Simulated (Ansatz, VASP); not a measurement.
# NiGe in VASP and in Ansatz

The input INCAR:

```
ALGO     = Normal         # electronic algorithm
EDIFF    = 1E-6           # SCF threshold, eV
ENCUT    = 520            # plane-wave cutoff, eV
GGA      = PS             # functional
ISIF     = 2              # what is computed and relaxed
ISMEAR   = 0              # smearing method
LASPH    = True           # aspherical terms in the spheres
LCHARG   = False          # write CHGCAR
LREAL    = False          # projectors in reciprocal space
LWAVE    = False          # write WAVECAR
NBANDS   = 58             # bands
NELM     = 80             # most SCF steps
PREC     = Accurate       # precision mode
SIGMA    = 0.15           # smearing width, eV
```

KPOINTS

```
k-points
0
Gamma
  8 12 8
```

File POSCAR:

```
NiGe
1.0
    5.3107947876      0.0000000000      0.0000000000
    0.0000000000      3.4400167648      0.0000000000
    0.0000000000      0.0000000000      5.5670797738
Ni Ge
4 4
Direct
    0.9929865338      0.7500000000      0.1888713156
    0.0070134662      0.2500000000      0.8111286844
    0.5070134662      0.2500000000      0.6888713156
    0.4929865338      0.7500000000      0.3111286844
    0.8116425502      0.7500000000      0.5883967035
    0.1883574498      0.2500000000      0.4116032965
    0.6883574498      0.2500000000      0.0883967035
    0.3116425502      0.7500000000      0.9116032965
```

Input for Ansatz:

```yaml
crystal:
  lattice:
    - [5.3107947876, 0.0, 0.0]
    - [0.0, 3.4400167648, 0.0]
    - [0.0, 0.0, 5.5670797738]
  atoms:
    - { symbol: Ni, position: [0.9929865338, 0.75, 0.1888713156] }
    - { symbol: Ni, position: [0.0070134662, 0.25, 0.8111286844] }
    - { symbol: Ni, position: [0.5070134662, 0.25, 0.6888713156] }
    - { symbol: Ni, position: [0.4929865338, 0.75, 0.3111286844] }
    - { symbol: Ge, position: [0.8116425502, 0.75, 0.5883967035] }
    - { symbol: Ge, position: [0.1883574498, 0.25, 0.4116032965] }
    - { symbol: Ge, position: [0.6883574498, 0.25, 0.0883967035] }
    - { symbol: Ge, position: [0.3116425502, 0.75, 0.9116032965] }
basis:
  ecutwfc: 420
kpoints:
  mp_grid: { grid: [8, 12, 8] }
hamiltonian:
  xc: pbesol
scf:
  occupations: { method: gaussian, width: 0.15 }
output:
  forces: true
  stress: true
  eigenvalues: true
```

Change from the starting cell: strain -0.0300 x Voigt [0, 0, 1, 0, 0, 0], atoms carried along.

Alike in both runs: task single point; functional PBEsol; k mesh 8 × 12 × 8; occupations gaussian, width 0.15 eV; no spin polarisation.

```csv
,VASP,Ansatz
version,VASP 6.6.1,Ansatz 0.2.0
potentials or method,"VASP PAW PBE potentials, release 64 (Ni, Ge_d), cutoff 520 eV","scalar-relativistic, plane waves, PAW"
valence electrons in the cell,96,128
```

|  | VASP | Ansatz | Ansatz less VASP |
| --- | --- | --- | --- |
| gap on the k mesh at the Fermi level (eV) | none | none | - |
| pressure (GPa) | 5.5 | 5.3 | -0.18 |
| traceless stress, the component that is largest in VASP (GPa) | 2.70 | 2.70 | +0.007 |
| rms of the force components (eV/Å) | 0.102 | 0.100 | -0.0024 |

VASP's potentials were made for PBE, not for PBEsol. Atom by atom the forces differ by 0.004 eV/Å (rms over components). A gap of «none» marks a metal or a gap that the smearing closes. The functional is the same, so the differences come from potentials, cutoffs and numerics. VASP's potentials hold 96 valence electrons a cell and Ansatz's 128, so a difference there can come from the potentials and not from the codes.
